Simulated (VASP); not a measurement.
# LiCl (Fm-3m) in VASP: a series of runs

The runs below take LiCl through single point, relaxation of cell and atoms, with r2SCAN.

All numbers are computed with VASP 6.6.1; they aren't measurements. Logs are shortened: lines on timing, memory, paths and dates and some standing lists are left out, and cuts for length are marked.

### Step 1. The cell of the first run

Symmetry: Fm-3m, No. 225, cubic system. Conventional cell: a = 5.112 Å, b = 5.112 Å, c = 5.112 Å, α = 90.00°, β = 90.00°, γ = 90.00°. Within 3.4 Å of Li (site symmetry m-3m) lie 6 Cl at 2.56 Å. Within 3.4 Å of Cl (site symmetry m-3m) lie 6 Li at 2.56 Å.

### Step 2. Single point, r2SCAN

The input, POSCAR:

```
LiCl
1.0
    0.0000000000      2.5559256900      2.5559256900
    2.5559256900      0.0000000000      2.5559256900
    2.5559256900      2.5559256900      0.0000000000
Li Cl
1 1
Direct
    0.0000000000      0.0000000000      0.0000000000
    0.5000000000      0.5000000000      0.5000000000
```

The input, INCAR.step1:

```
SYSTEM = LiCl
PREC = Accurate
ENCUT = 520
ISMEAR = -1
SIGMA = 0.02
LREAL = .FALSE.
LASPH = .TRUE.
NELM = 60
NBANDS = 12
GGA = PE
ALGO = Normal
EDIFF = 1E-4
LWAVE = .TRUE.
LCHARG = .FALSE.
```

The input, INCAR.step2:

```
SYSTEM = LiCl
PREC = Accurate
ENCUT = 520
EDIFF = 1E-6
ISMEAR = -1
SIGMA = 0.02
LREAL = .FALSE.
LASPH = .TRUE.
NELM = 60
ALGO = Normal
ISIF = 2
LWAVE = .FALSE.
LCHARG = .FALSE.
METAGGA = R2SCAN
LMIXTAU = .TRUE.
NBANDS = 12
ISTART = 1
```

The input, KPOINTS:

```
Automatic mesh
0
G
  10 10 10
  0 0 0
```

Potentials or basis: VASP PAW PBE potentials, release 64 (Li_sv, Cl).

Started as:

```
cat potpaw_PBE.64/Li_sv/POTCAR potpaw_PBE.64/Cl/POTCAR > POTCAR
cp INCAR.step1 INCAR
mpirun -np 1 vasp_std > vasp.out
cp INCAR.step2 INCAR
mpirun -np 1 vasp_std > vasp.out
```

OUTCAR:

```text
SYSTEM = LiCl
   PREC = Accurate
   ENCUT = 520
   EDIFF = 1E-6
   ISMEAR = -1
   LREAL = .FALSE.
   LASPH = .TRUE.
   NELM = 60
   ISIF = 2
   METAGGA = R2SCAN
   ISTART = 1

 ion  position               nearest neighbor table
   1  0.000  0.000  0.000-   2 2.56   2 2.56   2 2.56   2 2.56   2 2.56   2 2.56
   2  0.500  0.500  0.500-   1 2.56   1 2.56   1 2.56   1 2.56   1 2.56   1 2.56

  LATTYP: Found a face centered cubic cell.
 ALAT       =     5.1118513800

  Lattice vectors:

 A1 = (   0.0000000000,   2.5559256900,   2.5559256900)
 A2 = (   2.5559256900,   0.0000000000,   2.5559256900)
 A3 = (   2.5559256900,   2.5559256900,   0.0000000000)

Analysis of symmetry for initial positions (statically):
=====================================================================
 Subroutine PRICEL returns:
 Original cell was already a primitive cell.

 Routine SETGRP: Setting up the symmetry group for a
 face centered cubic supercell.

 Subroutine GETGRP returns: Found 48 space group operations
 (whereof 48 operations were pure point group operations)
 out of a pool of 48 trial point group operations.

The static configuration has the point symmetry O_h .

Analysis of symmetry for dynamics (positions and initial velocities):
=====================================================================
 Subroutine PRICEL returns:
 Original cell was already a primitive cell.

 Routine SETGRP: Setting up the symmetry group for a
 face centered cubic supercell.

 Subroutine GETGRP returns: Found 48 space group operations
 (whereof 48 operations were pure point group operations)
 out of a pool of 48 trial point group operations.

The dynamic configuration has the point symmetry O_h .

 Subroutine INISYM returns: Found 48 space group operations
 (whereof 48 operations are pure point group operations),
 and found     1 'primitive' translations

----------------------------------------------------------------------------------------

                                     Primitive cell

  volume of cell :      33.3945

  direct lattice vectors                    reciprocal lattice vectors
     0.000000000  2.555925690  2.555925690    -0.195623841  0.195623841  0.195623841
     2.555925690  0.000000000  2.555925690     0.195623841 -0.195623841  0.195623841
     2.555925690  2.555925690  0.000000000     0.195623841  0.195623841 -0.195623841

  length of vectors
     3.614624775  3.614624775  3.614624775     0.338830431  0.338830431  0.338830431

[... 80 lines left out ...]
   EDIFF  = 0.1E-05   stopping-criterion for ELM
   LREAL  =      F    real-space projection
[... 7 lines left out ...]
   TEBEG  =    0.0;   TEEND  =   0.0 temperature during run
   PSTRESS=    0.0 pullay stress
   NELECT =      10.0000    total number of electrons
   NUPDOWN=      -1.0000    fix difference up-down
   EMIN   =  10.00;   EMAX   =-10.00  energy-range for DOS
   EFERMI =   0.00;   METHOD = LEGACY
   ISMEAR =    -1;   SIGMA  =   0.02  broadening in eV -4-tet -1-fermi 0-gaus
   EFERMI_NEDOS =   21; number of points for ismear=-14 and -15
   IALGO  =     38    algorithm
   IMIX   =      4    mixing-type and parameters
     AMIX     =   0.40;   BMIX     =  1.00
     AMIX_MAG =   1.60;   BMIX_MAG =  1.00
  volume/ion in A,a.u.               =      16.70       112.68
  Fermi-wavevector in a.u.,A,eV,Ry     =   1.095258  2.069738 16.321427  1.199591
  Thomas-Fermi vector in A             =   2.231579
   LORBIT       =      0    0 simple, 1 ext, 2 COOP (PROOUT), +10 PAW based schemes
   METAGGA = R2SCAN    functional components
   LHFCALC =     F    Hartree Fock is set to
   AEXX    =    0.0000 exact exchange contribution
   IVDW    =     0    specifies the selected vdW correction
   LEPSILON=     F    determine dielectric tensor
   LRPA    =     F    only Hartree local field effects (RPA)
 non-spin polarized calculation
  energy-cutoff  :      520.00
  volume of cell :       33.39
 maximum number of plane-waves:       934
   NGX = 13   NGY = 13   NGZ = 13

 number of electron      10.0000003 magnetization

 Free energy of the ion-electron system (eV)
  ---------------------------------------------------
  ext. energy  EPLUGINS =         0.00000000
  ---------------------------------------------------
  free energy    TOTEN  =       -12.58809782 eV

  energy without entropy =      -12.58809782  energy(sigma->0) =      -12.58809782

 E-fermi :   0.7547     XC(G=0):  -9.2115

 val. band max:        0.2672939645   @ k =   0.0000   0.0000   0.0000
 cond. band min:       7.6284498851   @ k =   0.0000   0.0000   0.0000
 fundamental gap:      7.3611559206
 Fermi energy:         0.7546624895

 k-point     1 :       0.0000    0.0000    0.0000
  band No.  band energies     occupation
      1     -44.5305      2.00000
      2     -13.7539      2.00000
      3       0.2673      2.00000
      4       0.2673      2.00000
      5       0.2673      2.00000
      6       7.6284      0.00000
      7      12.9381      0.00000
      8      12.9381      0.00000
      9      12.9381      0.00000
     10      15.6750      0.00000
     11      15.6750      0.00000
     12      16.1922      0.00000
[... 331 lines left out ...]
 k-point    24 :       0.4000    0.3000    0.0000
  band No.  band energies     occupation
      1     -44.5276      2.00000
      2     -13.0962      2.00000
      3      -2.1201      2.00000
      4      -0.7536      2.00000
      5      -0.6238      2.00000
      6       9.5071      0.00000
      7       9.9564      0.00000
      8      11.8981      0.00000
      9      14.0273      0.00000
     10      15.0794      0.00000
     11      18.1132      0.00000
     12      20.3054      0.00000

 [... further k-points ...]

------------------------ aborting loop because EDIFF is reached ----------------------------------------

  FORCE on cell =-STRESS in cart. coord.  units (eV):
  Direction    XX          YY          ZZ          XY          YZ          ZX
  --------------------------------------------------------------------------------------
  -------------------------------------------------------------------------------------
  Total       -0.0976749     -0.0976749     -0.0976749      0.0000000      0.0000000     -0.0000000
  in kB       -4.6861805     -4.6861805     -4.6861805      0.0000000      0.0000000     -0.0000000
  external PRESSURE =      -4.6861805 kB  Pullay stress =       0.0000000 kB

 VOLUME and BASIS-vectors are now :
 -----------------------------------------------------------------------------
  energy-cutoff  :      520.00
  volume of cell :       33.39
      direct lattice vectors                 reciprocal lattice vectors
     0.000000000  2.555925690  2.555925690    -0.195623841  0.195623841  0.195623841
     2.555925690  0.000000000  2.555925690     0.195623841 -0.195623841  0.195623841
     2.555925690  2.555925690  0.000000000     0.195623841  0.195623841 -0.195623841

 POSITION                                       TOTAL-FORCE (eV/Angst)
 -----------------------------------------------------------------------------------
      0.00000      0.00000      0.00000        -0.000000      0.000000      0.000000
      2.55593      2.55593      2.55593         0.000000     -0.000000     -0.000000
 -----------------------------------------------------------------------------------
    total drift:                                0.000000      0.000000      0.000000

  FREE ENERGIE OF THE ION-ELECTRON SYSTEM (eV)
  ---------------------------------------------------
  free  energy   TOTEN  =       -12.5880978185 eV

  energy  without entropy=      -12.5880978185  energy(sigma->0) =      -12.58809782
```

It took 44 s on 1 thread of Intel Xeon Platinum 8559C (Emerald Rapids), shared host; peak memory 0.16 GiB.

Results:

```
Free energy            : -12.5881 eV
Band gap on the k mesh : 7.36 eV, direct
```

Levels at points of the mesh, in eV from the valence-band top:
```tsv
k point	band 1	band 2	band 3	band 4	band 5	band 6	band 7	band 8	band 9	band 10
(0.00, 0.00, 0.00)	-44.80	-14.02	0.00	0.00	0.00	7.36	12.67	12.67	12.67	15.41
(0.50, 0.00, 0.00)	-44.80	-13.42	-2.88	-0.28	-0.28	7.55	10.32	10.32	14.32	18.07
(0.50, 0.50, 0.00)	-44.79	-13.17	-2.98	-1.14	-1.14	8.79	8.91	13.67	15.50	15.50
```

Caveat: the cutoff is under 1.25 times the usual one of these potentials, so pressure, stress and relaxed cells hold a basis-set (Pulay) error; the PAW data sets were made with another functional, which shifts forces and pressure a little.

### Step 3. Single point, r2SCAN

This run uses another cell than the first one, of 17.03 Å³/atom, 1.020 times its volume.

The input, POSCAR:

```
LiCl
1.0
    0.0000000000      2.5728528500      2.5728528500
    2.5728528500      0.0000000000      2.5728528500
    2.5728528500      2.5728528500      0.0000000000
Li Cl
1 1
Direct
    0.0000000000      0.0000000000      0.0000000000
    0.5000000000      0.5000000000      0.5000000000
```

The input, INCAR.step1:

```
ALGO = Normal
EDIFF = 1E-4
ENCUT = 520
GGA = PE
ISMEAR = -1
LASPH = T
LCHARG = F
LREAL = F
LWAVE = T
NBANDS = 12
NELM = 80
PREC = Accurate
SIGMA = 0.02
```

The input, INCAR.step2:

```
ALGO = Normal
EDIFF = 1E-6
ENCUT = 520
ISIF = 2
ISMEAR = -1
ISTART = 1
LASPH = T
LCHARG = F
LMIXTAU = T
LREAL = F
LWAVE = F
METAGGA = R2SCAN
NBANDS = 12
NELM = 80
PREC = Accurate
SIGMA = 0.02
```

The input, KPOINTS:

```
k-points
0
Gamma
  10 10 10
```

Potentials or basis: VASP PAW PBE potentials, release 64 (Li_sv, Cl).

Started as:

```
cat potpaw_PBE.64/Li_sv/POTCAR potpaw_PBE.64/Cl/POTCAR > POTCAR
cp INCAR.step1 INCAR
mpirun -np 1 vasp_std > vasp.out
cp INCAR.step2 INCAR
mpirun -np 1 vasp_std > vasp.out
```

Wall time 45 s (1 thread of Intel Xeon Platinum 8559C (Emerald Rapids), shared host); peak memory 0.16 GiB.

It converged, with:

```yaml
Free_energy: -12.5849 eV
Band_gap_on_the_k_mesh: 7.24 eV, direct
```

Levels at points of the mesh, in eV from the valence-band top:
| k point | band 1 | band 2 | band 3 | band 4 | band 5 | band 6 | band 7 | band 8 | band 9 | band 10 |
| --- | --- | --- | --- | --- | --- | --- | --- | --- | --- | --- |
| (0.00, 0.00, 0.00) | -44.83 | -13.95 | 0.00 | 0.00 | 0.00 | 7.24 | 12.66 | 12.66 | 12.66 | 15.36 |
| (0.50, 0.00, 0.00) | -44.83 | -13.38 | -2.80 | -0.27 | -0.27 | 7.52 | 10.31 | 10.31 | 14.11 | 17.99 |
| (0.50, 0.50, 0.00) | -44.83 | -13.14 | -2.89 | -1.11 | -1.11 | 8.75 | 8.94 | 13.49 | 15.34 | 15.34 |

Caveat: the cutoff is under 1.25 times the usual one of these potentials, so pressure, stress and relaxed cells hold a basis-set (Pulay) error; the PAW data sets were made with another functional, which shifts forces and pressure a little.

### Step 4. Single point, r2SCAN

This run uses another cell than the first one, of 17.37 Å³/atom, 1.040 times its volume.

The input, POSCAR:

```
LiCl
1.0
    0.0000000000      2.5895601500      2.5895601500
    2.5895601500      0.0000000000      2.5895601500
    2.5895601500      2.5895601500      0.0000000000
Li Cl
1 1
Direct
    0.0000000000      0.0000000000      0.0000000000
    0.5000000000      0.5000000000      0.5000000000
```

The input, INCAR.step1:

```
SYSTEM = LiCl
ALGO = Normal
EDIFF = 1E-4
ENCUT = 520
GGA = PE
ISMEAR = -1
LASPH = .True.
LCHARG = .False.
LREAL = .False.
LWAVE = .True.
NBANDS = 12
NELM = 100
PREC = Accurate
SIGMA = 0.02
```

The input, INCAR.step2:

```
SYSTEM = LiCl
ALGO = Normal
EDIFF = 1E-7
ENCUT = 520
ISIF = 2
ISMEAR = -1
ISTART = 1
LASPH = .True.
LCHARG = .True.
LELF = .True.
LMIXTAU = .True.
LREAL = .False.
LVHAR = .True.
LWAVE = .False.
METAGGA = R2SCAN
NBANDS = 12
NELM = 100
PREC = Accurate
SIGMA = 0.02
```

The input, KPOINTS:

```
k-points
0
Gamma
  10 10 10
  0 0 0
```

Started as:

```
cat potpaw_PBE.64/Li_sv/POTCAR potpaw_PBE.64/Cl/POTCAR > POTCAR
cp INCAR.step1 INCAR
mpirun -np 1 vasp_std > vasp.out
cp INCAR.step2 INCAR
mpirun -np 1 vasp_std > vasp.out
```

It took 51 s on 1 thread of Intel Xeon Platinum 8559C (Emerald Rapids), shared host; peak memory 0.16 GiB.

It converged, with:

| Quantity | Value |
| --- | --- |
| Free energy | -12.5789 eV |
| Band gap on the k mesh | 7.12 eV, direct |

Levels at points of the mesh, in eV from the valence-band top:
| k point | band 2 | band 3 | band 4 | band 5 | band 6 | band 7 | band 8 | band 9 |
| --- | --- | --- | --- | --- | --- | --- | --- | --- |
| (0.00, 0.00, 0.00) | -13.88 | 0.00 | 0.00 | 0.00 | 7.12 | 12.64 | 12.64 | 12.64 |
| (0.50, 0.00, 0.00) | -13.34 | -2.72 | -0.26 | -0.26 | 7.50 | 10.30 | 10.30 | 13.90 |
| (0.50, 0.50, 0.00) | -13.11 | -2.80 | -1.07 | -1.07 | 8.71 | 8.97 | 13.31 | 15.18 |

Caveat: the cutoff is under 1.25 times the usual one of these potentials, so pressure, stress and relaxed cells hold a basis-set (Pulay) error; the PAW data sets were made with another functional, which shifts forces and pressure a little.

### Step 5. Single point, r2SCAN

This run uses another cell than the first one, of 17.70 Å³/atom, 1.060 times its volume.

The input, POSCAR:

```
LiCl
1.0
    0.0000000000      2.6060546100      2.6060546100
    2.6060546100      0.0000000000      2.6060546100
    2.6060546100      2.6060546100      0.0000000000
Li Cl
1 1
Direct
    0.0000000000      0.0000000000      0.0000000000
    0.5000000000      0.5000000000      0.5000000000
```

The input, INCAR.step1:

```
PREC = Accurate
ENCUT = 520
ISMEAR = -1
SIGMA = 0.02
LREAL = False
LASPH = True
NELM = 60
NBANDS = 12
GGA = PE
ALGO = Normal
EDIFF = 1E-4
LWAVE = True
LCHARG = False
```

The input, INCAR.step2:

```
PREC = Accurate
ENCUT = 520
EDIFF = 1E-6
ISMEAR = -1
SIGMA = 0.02
LREAL = False
LASPH = True
NELM = 60
ALGO = Normal
ISIF = 2
LWAVE = False
LCHARG = False
METAGGA = R2SCAN
LMIXTAU = True
NBANDS = 12
ISTART = 1
```

The input, KPOINTS:

```
regular mesh
0
Gamma
  10 10 10
```

Started as:

```
cat potpaw_PBE.64/Li_sv/POTCAR potpaw_PBE.64/Cl/POTCAR > POTCAR
cp INCAR.step1 INCAR
mpirun -np 1 vasp_std > vasp.out
cp INCAR.step2 INCAR
mpirun -np 1 vasp_std > vasp.out
```

It took 47 s on 1 thread of Intel Xeon Platinum 8559C (Emerald Rapids), shared host; peak memory 0.16 GiB.

It converged, with:

```
Free energy            : -12.5705 eV
Band gap on the k mesh : 7.01 eV, direct
```

Levels at points of the mesh, in eV from the valence-band top:
```tsv
k point	band 3	band 4	band 5	band 6	band 7	band 8
(0.00, 0.00, 0.00)	0.00	0.00	0.00	7.01	12.62	12.62
(0.50, 0.00, 0.00)	-2.65	-0.25	-0.25	7.48	10.29	10.29
(0.50, 0.50, 0.00)	-2.72	-1.04	-1.04	8.67	8.99	13.14
```

Caveat: the cutoff is under 1.25 times the usual one of these potentials, so pressure, stress and relaxed cells hold a basis-set (Pulay) error; the PAW data sets were made with another functional, which shifts forces and pressure a little. r2SCAN opens gaps a little over a GGA but as a rule still falls short of measured ones.

(Continued in part 2 of 2.)
